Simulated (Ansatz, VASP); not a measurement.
**ZnS in VASP and in Ansatz**

```xyz
2
Lattice="0.0000 2.3456 2.3456 2.3456 0.0000 2.3456 2.3456 2.3456 0.0000" Properties=species:S:1:pos:R:3 pbc="T T T"
Zn    0.0000    0.0000    0.0000
S     1.1728    1.1728    1.1728
```

Change from the starting cell: volume scaled by 0.64, PAW files.

Alike in both runs: task single point; functional PBE; k mesh 14 × 14 × 14; occupations fermi-dirac, width 0.08 eV; no spin polarisation.

|  | VASP | Ansatz |
| --- | --- | --- |
| version | VASP 6.6.1 | Ansatz 0.2.0 |
| potentials or method | VASP PAW PBE potentials, release 64 (Zn, S) | PAW with Ansatz's default frozen-core files, scalar-relativistic |
| plane-wave cutoff (eV) | 520 | 420 |
| valence electrons in the cell | 18 | 18 |

VASP gave:

| Property | Result |
| --- | --- |
| pressure (GPa) | 83.7 |

Problem. Which values does Ansatz return?

Solution. Pressure (GPa): 83.3.

Both programs put the cell under a high pressure, so it lies far from rest at this level. The functional is the same, so the differences come from potentials, cutoffs and numerics.

Noted on VASP's run: the cell as given lies far from equilibrium.
